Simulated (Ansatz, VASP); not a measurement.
MgO in VASP and in Ansatz

File POSCAR:

```
MgO
1.0
    3.4841042127      0.0000000000      0.0000000000
   -1.7420521064      3.0173227576      0.0000000000
    0.0000000000      0.0000000000      4.1229022818
Mg O
2 2
Direct
    0.6666666667      0.3333333333      0.7500000000
    0.3333333333      0.6666666667      0.2500000000
    0.6666666667      0.3333333333      0.2500000000
    0.3333333333      0.6666666667      0.7500000000
```

File INCAR.step1:

```
ALGO = Normal
EDIFF = 1E-4
ENCUT = 520
GGA = PE
ISMEAR = 0
LASPH = True
LCHARG = False
LREAL = False
LWAVE = True
NBANDS = 16
NELM = 80
PREC = Accurate
SIGMA = 0.05
```

The input INCAR.step2:

```
ALGO = Normal
EDIFF = 1E-6
ENCUT = 520
ISIF = 2
ISMEAR = 0
ISTART = 1
LASPH = True
LCHARG = True
LELF = True
LMIXTAU = True
LREAL = False
LVHAR = True
LWAVE = False
METAGGA = R2SCAN
NBANDS = 16
NELM = 80
PREC = Accurate
SIGMA = 0.05
```

The input KPOINTS:

```
k-points
0
Gamma
  6 6 6
```

Input for Ansatz:

```yaml
crystal:
  lattice:
    - [3.4841042127, 0.0, 0.0]
    - [-1.7420521064, 3.0173227576, 0.0]
    - [0.0, 0.0, 4.1229022818]
  atoms:
    - { symbol: Mg, position: [0.6666666667, 0.3333333333, 0.75] }
    - { symbol: Mg, position: [0.3333333333, 0.6666666667, 0.25] }
    - { symbol: O, position: [0.6666666667, 0.3333333333, 0.25] }
    - { symbol: O, position: [0.3333333333, 0.6666666667, 0.75] }
basis:
  ecutwfc: 500
kpoints:
  mp_grid: { grid: [6, 6, 6] }
hamiltonian:
  xc: r2scan
scf:
  occupations: { method: gaussian, width: 0.05 }
output:
  forces: true
  stress: true
  eigenvalues: true
```

Change from the starting cell: strain -0.0150 x Voigt [0, 0, 1, 0, 0, 0], atoms carried along.

Alike in both runs: task single point; functional r2SCAN; k mesh 6 × 6 × 6; occupations gaussian, width 0.05 eV; no spin polarisation.

|  | VASP | Ansatz |
| --- | --- | --- |
| version | VASP 6.6.1 | Ansatz 0.2.0 |
| potentials or method | VASP PAW PBE potentials, release 64 (Mg, O), cutoff 520 eV | scalar-relativistic, plane waves, PAW |
| valence electrons in the cell | 16 | 32 |

```csv
,VASP,Ansatz,Ansatz less VASP
gap on the k mesh at the Fermi level (eV),4.17,4.19,+0.013
least direct gap on the mesh (eV),4.17,4.19,+0.013
pressure (GPa),1.5,2.3,+0.80
"traceless stress, the component that is largest in VASP (GPa)",1.99,2.17,+0.185
```

VASP's potentials were made for PBE, not for r2SCAN. The functional is the same, so the differences come from potentials, cutoffs and numerics. VASP's potentials hold 16 valence electrons a cell and Ansatz's 32, so a difference there can come from the potentials and not from the codes.
